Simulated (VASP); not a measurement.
# Sc (P6/mmm) in VASP: a series of runs

Sc is run at these levels: LDA; tasks: single point.

Program: VASP 6.6.1. These are calculated values, not measurements. Logs are shortened: lines on timing, memory, paths and dates and some standing lists are left out, and cuts for length are marked.

## 1. The cell of the first run

It takes space group P6/mmm (No. 191, hexagonal). The conventional cell has a = 4.511 Å, b = 4.511 Å, c = 2.721 Å, α = 90.00°, β = 90.00°, γ = 120.00°. Sc (site symmetry 6/mmm) has 14 Sc at 2.72 to 2.94 Å within 3.6 Å. Within 3.4 Å of Sc (site symmetry -6m2) lie 11 Sc at 2.60 to 2.94 Å.

## 2. Single point, LDA

INCAR

```
  ALGO = Normal
  EDIFF = 1E-6
  ENCUT = 520
  GGA = CA
  ISIF = 2
  ISMEAR = -1
  LASPH = True
  LCHARG = True
  LELF = True
  LREAL = False
  LVHAR = True
  LWAVE = False
  NBANDS = 24
  NELM = 60
  PREC = Accurate
  SIGMA = 0.05
```

KPOINTS

```
k-points
0
Gamma
  8 8 11
```

POSCAR

```
Sc
1.0
    4.5113821790      0.0000000000      0.0000000000
   -2.2556910895      3.9069715732      0.0000000000
    0.0000000000      0.0000000000      2.7208130944
Sc
3
Direct
    0.0000000000      0.0000000000      0.0000000000
    0.3333333333      0.6666666667      0.5000000000
    0.6666666667      0.3333333333      0.5000000000
```

Potentials or basis: VASP PAW LDA potentials, release 64 (Sc_sv).

Started as:

```bash
$ cat potpaw_LDA.64/Sc_sv/POTCAR > POTCAR
$ mpirun -np 1 vasp_std > vasp.out
```

OUTCAR:

```text
EDIFF = 1E-6
   ENCUT = 520
   GGA = CA
   ISIF = 2
   ISMEAR = -1
   LASPH = True
   LREAL = False
   NELM = 60
   PREC = Accurate

 ion  position               nearest neighbor table
   1  0.000  0.000  0.000-   2 2.94   3 2.94   2 2.94   3 2.94   3 2.94   3 2.94   2 2.94   2 2.94
                             3 2.94   3 2.94   2 2.94   2 2.94
   2  0.333  0.667  0.500-   3 2.60   3 2.60   3 2.60   1 2.94   1 2.94   1 2.94   1 2.94   1 2.94
                             1 2.94
   3  0.667  0.333  0.500-   2 2.60   2 2.60   2 2.60   1 2.94   1 2.94   1 2.94   1 2.94   1 2.94
                             1 2.94

  LATTYP: Found a hexagonal cell.
 ALAT       =     4.5113821790
 C/A-ratio  =     0.6030996680

  Lattice vectors:

 A1 = (   4.5113821790,   0.0000000000,   0.0000000000)
 A2 = (  -2.2556910895,   3.9069715732,   0.0000000000)
 A3 = (   0.0000000000,   0.0000000000,   2.7208130944)

Analysis of symmetry for initial positions (statically):
=====================================================================
 Subroutine PRICEL returns:
 Original cell was already a primitive cell.

 Routine SETGRP: Setting up the symmetry group for a
 hexagonal supercell.

 Subroutine GETGRP returns: Found 24 space group operations
 (whereof 24 operations were pure point group operations)
 out of a pool of 24 trial point group operations.

The static configuration has the point symmetry D_6h.

Analysis of symmetry for dynamics (positions and initial velocities):
=====================================================================
 Subroutine PRICEL returns:
 Original cell was already a primitive cell.

 Routine SETGRP: Setting up the symmetry group for a
 hexagonal supercell.

 Subroutine GETGRP returns: Found 24 space group operations
 (whereof 24 operations were pure point group operations)
 out of a pool of 24 trial point group operations.

The dynamic configuration has the point symmetry D_6h.

 Subroutine INISYM returns: Found 24 space group operations
 (whereof 24 operations are pure point group operations),
 and found     1 'primitive' translations

----------------------------------------------------------------------------------------

                                     Primitive cell

  volume of cell :      47.9566

  direct lattice vectors                    reciprocal lattice vectors
     4.511382179  0.000000000  0.000000000     0.221661557  0.127976360  0.000000000
    -2.255691089  3.906971573  0.000000000     0.000000000  0.255952720  0.000000000
     0.000000000  0.000000000  2.720813094     0.000000000  0.000000000  0.367537190

  length of vectors
     4.511382179  4.511382179  2.720813094     0.255952720  0.255952720  0.367537190

  position of ions in fractional coordinates (direct lattice)
     0.000000000  0.000000000  0.000000000
     0.333333333  0.666666667  0.500000000
     0.666666667  0.333333333  0.500000000

  ion indices of the primitive-cell ions
   primitive index   ion index
                 1           1
                 2           2
                 3           3

----------------------------------------------------------------------------------------

 KPOINTS: k-points

Automatic generation of k-mesh.
 Grid dimensions read from file:
 generate k-points for:    8    8   11

 Generating k-lattice:

  Cartesian coordinates                     Fractional coordinates (reciprocal lattice)
     0.027707695  0.015997045  0.000000000     0.125000000  0.000000000  0.000000000
     0.000000000  0.031994090  0.000000000     0.000000000  0.125000000  0.000000000
     0.000000000  0.000000000  0.033412472     0.000000000  0.000000000  0.090909091

  Length of vectors
     0.031994090  0.031994090  0.033412472

  Shift w.r.t. Gamma in fractional coordinates (k-lattice)
     0.000000000  0.000000000  0.000000000

 Subroutine IBZKPT returns following result:
 ===========================================

 Found     60 irreducible k-points:

 Following reciprocal coordinates:
            Coordinates               Weight
  0.000000  0.000000  0.000000      1.000000
  0.125000  0.000000  0.000000      6.000000
  0.250000  0.000000  0.000000      6.000000
  0.375000  0.000000  0.000000      6.000000
  0.500000  0.000000  0.000000      3.000000
  0.125000  0.125000  0.000000      6.000000
[... 16 lines left out ...]
  0.250000  0.000000  0.181818     12.000000
  0.375000  0.000000  0.181818     12.000000
 [... further k-points ...]
   k-points           NKPTS =     60   k-points in BZ     NKDIM =     60   number of bands    NBANDS=     24
   number of dos      NEDOS =    301   number of ions     NIONS =      3
   total plane-waves  NPLWV =  25920
   dimension x,y,z NGX =    36 NGY =   36 NGZ =   20
   dimension x,y,z NGXF=    72 NGYF=   72 NGZF=   40
   ions per type =               3
   NGX,Y,Z   is equivalent  to a cutoff of  13.27, 13.27, 12.22 a.u.
   NGXF,Y,Z  is equivalent  to a cutoff of  26.53, 26.53, 24.44 a.u.
 SYSTEM =  unknown system
   PREC   = accura    normal or accurate (medium, high low for compatibility)
   ISTART =      0    job   : 0-new  1-cont  2-samecut
   ICHARG =      2    charge: 1-file 2-atom 10-const
   ISPIN  =      1    spin polarized calculation?
   LNONCOLLINEAR =      F non collinear calculations
   LSORBIT =      F    spin-orbit coupling
   LASPH  =      T    aspherical Exc in radial PAW
   ENCUT  =  520.0 eV  38.22 Ry    6.18 a.u.   8.39  8.39  5.06*2*pi/ulx,y,z
   NELM   =     60;   NELMIN=  2; NELMDL= -5     # of ELM steps
   EDIFF  = 0.1E-05   stopping-criterion for ELM
   LREAL  =      F    real-space projection
   EDIFFG = 0.1E-04   stopping-criterion for IOM
   NSW    =      0    number of steps for IOM
   IBRION =     -1    ionic relax: 0-MD 1-quasi-New 2-CG
   NFREE  =      0    steps in history (QN), initial steepest desc. (CG)
   ISIF   =      2    stress and relaxation
   ISYM   =      2    0-nonsym 1-usesym 2-fastsym
   POTIM  = 0.5000    time-step for ionic-motion
   TEBEG  =    0.0;   TEEND  =   0.0 temperature during run
   PSTRESS=    0.0 pullay stress
   NELECT =      33.0000    total number of electrons
   NUPDOWN=      -1.0000    fix difference up-down
   EMIN   =  10.00;   EMAX   =-10.00  energy-range for DOS
   EFERMI =   0.00;   METHOD = LEGACY
   ISMEAR =    -1;   SIGMA  =   0.05  broadening in eV -4-tet -1-fermi 0-gaus
   EFERMI_NEDOS =   21; number of points for ismear=-14 and -15
   IALGO  =     38    algorithm
   IMIX   =      4    mixing-type and parameters
     AMIX     =   0.40;   BMIX     =  1.00
     AMIX_MAG =   1.60;   BMIX_MAG =  1.00
  volume/ion in A,a.u.               =      15.99       107.88
  Fermi-wavevector in a.u.,A,eV,Ry     =   1.445318  2.731254 28.421794  2.088943
  Thomas-Fermi vector in A             =   2.563513
   LORBIT       =      0    0 simple, 1 ext, 2 COOP (PROOUT), +10 PAW based schemes
   GGA     = CA    functional components
   LHFCALC =     F    Hartree Fock is set to
   AEXX    =    0.0000 exact exchange contribution
   IVDW    =     0    specifies the selected vdW correction
   LEPSILON=     F    determine dielectric tensor
   LRPA    =     F    only Hartree local field effects (RPA)
 non-spin polarized calculation
  energy-cutoff  :      520.00
  volume of cell :       47.96
 maximum number of plane-waves:      1306
 NGX is ok and might be reduce to    36
   NGX = 17   NGY = 17   NGZ = 11

 number of electron      32.9999996 magnetization

 Free energy of the ion-electron system (eV)
  ---------------------------------------------------
  ext. energy  EPLUGINS =         0.00000000
  ---------------------------------------------------
  free energy    TOTEN  =       -18.46504945 eV

  energy without entropy =      -18.43483820  energy(sigma->0) =      -18.44994383

 E-fermi :   6.3653     XC(G=0): -12.0791

 val. band max:        6.3617315063   @ k =   0.3750   0.2500   0.4545
 cond. band min:       6.3773598285   @ k =   0.2500   0.2500   0.0000
 fundamental gap:      0.0156283222
 Fermi energy:         6.3652836709

 k-point     1 :       0.0000    0.0000    0.0000
  band No.  band energies     occupation
      1     -41.6443      2.00000
      2     -41.1728      2.00000
      3     -41.1714      2.00000
      4     -21.0248      2.00000
      5     -21.0248      2.00000
      6     -20.6323      2.00000
[... 16 lines left out ...]
     23       9.9670      0.00000
     24       9.9907      0.00000

 k-point     2 :       0.1250    0.0000    0.0000
  band No.  band energies     occupation
      1     -41.6255      2.00000
      2     -41.1858      2.00000
      3     -41.1786      2.00000
      4     -21.1075      2.00000
      5     -21.0628      2.00000
      6     -20.5312      2.00000
[... 16 lines left out ...]
     23       9.5618      0.00000
     24       9.6372      0.00000

 k-point     3 :       0.2500    0.0000    0.0000
  band No.  band energies     occupation
      1     -41.5729      2.00000
      2     -41.2280      2.00000
      3     -41.1921      2.00000
      4     -21.2378      2.00000
      5     -21.0595      2.00000
      6     -20.3475      2.00000
[... 16 lines left out ...]
     23       9.5300      0.00000
     24       9.7349      0.00000

 k-point     4 :       0.3750    0.0000    0.0000
  band No.  band energies     occupation
      1     -41.4988      2.00000
      2     -41.2923      2.00000
      3     -41.2051      2.00000
      4     -21.3316      2.00000
      5     -20.9426      2.00000
      6     -20.3278      2.00000
[... 16 lines left out ...]
     23       9.7143      0.00000
     24      10.4456      0.00000

 k-point     5 :       0.5000    0.0000    0.0000
  band No.  band energies     occupation
      1     -41.4449      2.00000
      2     -41.3423      2.00000
      3     -41.2103      2.00000
      4     -21.3649      2.00000
      5     -20.7968      2.00000
      6     -20.5434      2.00000
[... 451 lines left out ...]
 k-point    22 :       0.1250    0.0000    0.1818
  band No.  band energies     occupation
      1     -41.5582      2.00000
      2     -41.1447      2.00000
      3     -41.1381      2.00000
      4     -21.0357      2.00000
      5     -20.9944      2.00000
      6     -20.4924      2.00000
[... 16 lines left out ...]
     23       9.2862      0.00000
     24       9.4696      0.00000

 k-point    23 :       0.2500    0.0000    0.1818
  band No.  band energies     occupation
      1     -41.5096      2.00000
      2     -41.1805      2.00000
      3     -41.1535      2.00000
      4     -21.1455      2.00000
      5     -20.9922      2.00000
      6     -20.4337      2.00000
[... 16 lines left out ...]
     23       9.3827      0.00000
     24       9.6503      0.00000

 k-point    24 :       0.3750    0.0000    0.1818
  band No.  band energies     occupation
      1     -41.4417      2.00000
      2     -41.2411      2.00000
      3     -41.1635      2.00000
      4     -21.2279      2.00000
      5     -20.9093      2.00000
      6     -20.4633      2.00000
[... 16 lines left out ...]
     23       9.5460      0.00000
     24      10.1776      0.00000

 [... further k-points ...]

------------------------ aborting loop because EDIFF is reached ----------------------------------------

  FORCE on cell =-STRESS in cart. coord.  units (eV):
  Direction    XX          YY          ZZ          XY          YZ          ZX
  --------------------------------------------------------------------------------------
  -------------------------------------------------------------------------------------
  Total        9.7134982      9.7134982      9.7093823      0.0000000      0.0000000      0.0000000
  in kB      324.5171582    324.5171582    324.3796534      0.0000000      0.0000000      0.0000000
  external PRESSURE =     324.4713233 kB  Pullay stress =       0.0000000 kB

 VOLUME and BASIS-vectors are now :
 -----------------------------------------------------------------------------
  energy-cutoff  :      520.00
  volume of cell :       47.96
      direct lattice vectors                 reciprocal lattice vectors
     4.511382179  0.000000000  0.000000000     0.221661557  0.127976360  0.000000000
    -2.255691089  3.906971573  0.000000000     0.000000000  0.255952720  0.000000000
     0.000000000  0.000000000  2.720813094     0.000000000  0.000000000  0.367537190

 POSITION                                       TOTAL-FORCE (eV/Angst)
 -----------------------------------------------------------------------------------
      0.00000      0.00000      0.00000         0.000000      0.000000      0.000000
     -0.00000      2.60465      1.36041        -0.000000      0.000000     -0.000000
      2.25569      1.30232      1.36041         0.000000     -0.000000      0.000000
 -----------------------------------------------------------------------------------
    total drift:                                0.000000      0.000000     -0.000000

  FREE ENERGIE OF THE ION-ELECTRON SYSTEM (eV)
  ---------------------------------------------------
  free  energy   TOTEN  =       -18.4650494524 eV

  energy  without entropy=      -18.4348382041  energy(sigma->0) =      -18.44994383
```

It took 54 s on 1 thread of Intel Xeon Platinum 8259CL at 2.50GHz (Skylake/Cascade Lake), shared host; peak memory 0.18 GiB.

Results:

```
Free energy : -18.4650 eV
Pressure    : 32.4 GPa
```

Levels at points of the mesh, in eV from the Fermi level:
| k point | band 15 | band 16 | band 17 | band 18 | band 19 | band 20 |
| --- | --- | --- | --- | --- | --- | --- |
| (0.00, 0.00, 0.00) | 0.21 | 0.21 | 0.24 | 0.24 | 0.78 | 1.76 |
| (0.50, 0.00, 0.00) | -2.29 | 0.26 | 0.29 | 0.38 | 0.95 | 1.57 |

## 3. Single point, LDA

INCAR

```
SYSTEM = Sc
PREC = Accurate
ENCUT = 520
EDIFF = 1E-6
ISMEAR = -1
SIGMA = 0.05
LREAL = .FALSE.
LASPH = .TRUE.
NELM = 80
ALGO = Normal
ISIF = 2
LWAVE = .FALSE.
LCHARG = .FALSE.
GGA = CA
NBANDS = 24
```

KPOINTS

```
Automatic mesh
0
G
  8 8 11
  0 0 0
```

POSCAR

```
Sc
1.0
    4.5110823561      0.0000000000      0.0000000000
   -2.2555411780      3.9067119189      0.0000000000
    0.0000000000      0.0000000000      2.7204582152
Sc
3
Direct
    0.0000000000      0.0000000000      0.0000000000
    0.3333333333      0.6666666667      0.5000000000
    0.6666666667      0.3333333333      0.5000000000
```

Potentials or basis: VASP PAW LDA potentials, release 64 (Sc_sv).

Started as:

```bash
$ cat potpaw_LDA.64/Sc_sv/POTCAR > POTCAR
$ mpirun -np 1 vasp_std > vasp.out
```

OUTCAR:

```text
SYSTEM = Sc
   PREC = Accurate
   ENCUT = 520
   EDIFF = 1E-6
   ISMEAR = -1
   LREAL = .FALSE.
   LASPH = .TRUE.
   NELM = 80
   ISIF = 2
   GGA = CA

 ion  position               nearest neighbor table
   1  0.000  0.000  0.000-   2 2.94   3 2.94   2 2.94   3 2.94   2 2.94   2 2.94   3 2.94   3 2.94
                             3 2.94   3 2.94   2 2.94   2 2.94
   2  0.333  0.667  0.500-   3 2.60   3 2.60   3 2.60   1 2.94   1 2.94   1 2.94   1 2.94   1 2.94
                             1 2.94
   3  0.667  0.333  0.500-   2 2.60   2 2.60   2 2.60   1 2.94   1 2.94   1 2.94   1 2.94   1 2.94
                             1 2.94

  LATTYP: Found a hexagonal cell.
 ALAT       =     4.5110823561
 C/A-ratio  =     0.6030610839

  Lattice vectors:

 A1 = (   4.5110823561,   0.0000000000,   0.0000000000)
 A2 = (  -2.2555411780,   3.9067119189,   0.0000000000)
 A3 = (   0.0000000000,   0.0000000000,   2.7204582152)

Analysis of symmetry for initial positions (statically):
=====================================================================
 Subroutine PRICEL returns:
 Original cell was already a primitive cell.

 Routine SETGRP: Setting up the symmetry group for a
 hexagonal supercell.
[... 168 lines left out ...]

 E-fermi :   6.3674     XC(G=0): -12.0803

 val. band max:        6.3641043766   @ k =   0.3750   0.2500   0.4545
 cond. band min:       6.3789481734   @ k =   0.2500   0.2500   0.0000
 fundamental gap:      0.0148437969
 Fermi energy:         6.3673711167

 k-point     1 :       0.0000    0.0000    0.0000
  band No.  band energies     occupation
      1     -41.6420      2.00000
      2     -41.1702      2.00000
      3     -41.1688      2.00000
      4     -21.0226      2.00000
      5     -21.0226      2.00000
      6     -20.6300      2.00000
[... 637 lines left out ...]
     23       9.5487      0.00000
     24      10.1804      0.00000

 [... further k-points ...]

------------------------ aborting loop because EDIFF is reached ----------------------------------------

  FORCE on cell =-STRESS in cart. coord.  units (eV):
  Direction    XX          YY          ZZ          XY          YZ          ZX
  --------------------------------------------------------------------------------------
  -------------------------------------------------------------------------------------
  Total        9.7225762      9.7225762      9.7191826      0.0000000      0.0000000      0.0000000
  in kB      324.9060037    324.9060037    324.7925965      0.0000000      0.0000000      0.0000000
  external PRESSURE =     324.8682013 kB  Pullay stress =       0.0000000 kB

 VOLUME and BASIS-vectors are now :
 -----------------------------------------------------------------------------
  energy-cutoff  :      520.00
  volume of cell :       47.94
      direct lattice vectors                 reciprocal lattice vectors
     4.511082356  0.000000000  0.000000000     0.221676290  0.127984866  0.000000000
    -2.255541178  3.906711919  0.000000000     0.000000000  0.255969731  0.000000000
     0.000000000  0.000000000  2.720458215     0.000000000  0.000000000  0.367585135

 POSITION                                       TOTAL-FORCE (eV/Angst)
 -----------------------------------------------------------------------------------
      0.00000      0.00000      0.00000         0.000000      0.000000      0.000000
     -0.00000      2.60447      1.36023         0.000000     -0.000000     -0.000000
      2.25554      1.30224      1.36023        -0.000000      0.000000      0.000000
 -----------------------------------------------------------------------------------
    total drift:                                0.000000      0.000000     -0.000000

  FREE ENERGIE OF THE ION-ELECTRON SYSTEM (eV)
  ---------------------------------------------------
  free  energy   TOTEN  =       -18.4624811888 eV

  energy  without entropy=      -18.4322889838  energy(sigma->0) =      -18.44738509
```

stdout:

```text
POSCAR found type information on POSCAR Sc
 POSCAR found :  1 types and       3 ions
 scaLAPACK will be used
 LDA part: xc-table for (Slater(with rela. corr.)+CA(PZ))
 , standard interpolation
 POSCAR, INCAR and KPOINTS ok, starting setup
 FFT: planning ... GRIDC
 FFT: planning ... GRID_SOFT
 FFT: planning ... GRID
 WAVECAR not read
 entering main loop
```

Wall time 54 s (1 thread of Intel Xeon Platinum 8259CL at 2.50GHz (Skylake/Cascade Lake), shared host); peak memory 0.18 GiB.

What came out:

```yaml
Free_energy: -18.4625 eV
Pressure: 32.5 GPa
```

Levels at points of the mesh, in eV from the Fermi level:
```
           k point  band 13  band 14  band 15  band 16  band 17  band 18  band 19  band 20  band 21  band 22
(0.00, 0.00, 0.00)    -5.40    -1.63     0.21     0.21     0.24     0.24     0.78     1.76     2.69     2.69
(0.50, 0.00, 0.00)    -2.84    -2.64    -2.29     0.26     0.29     0.38     0.95     1.57     2.38     2.55
```
